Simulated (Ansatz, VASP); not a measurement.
# Rh: VASP beside Ansatz

```xyz
1
Lattice="0.0000 1.8776 1.8776 1.8776 0.0000 1.8776 1.8776 1.8776 0.0000" Properties=species:S:1:pos:R:3 pbc="T T T"
Rh    0.0000    0.0000    0.0000
```

Alike in both runs: task single point; functional LDA; k mesh 14 × 14 × 14; occupations fermi-dirac, width 0.1 eV; no spin polarisation.

```csv
,VASP,Ansatz
version,VASP 6.6.1,Ansatz 0.2.0
potentials or method,"VASP PAW LDA potentials, release 64 (Rh_sv_GW), cutoff 530 eV","plane waves (600 eV) with PAW, scalar-relativistic"
valence electrons in the cell,17,17
```

Ansatz gave:

* pressure (GPa): 0.0

Task: Estimate VASP's values.

Result: Pressure (GPa): -2.0.

Ansatz warns that its potentials were made for another functional, while VASP's fit it. LDA's correlation is that of Perdew and Zunger in VASP and of Perdew and Wang (1992) in Ansatz.
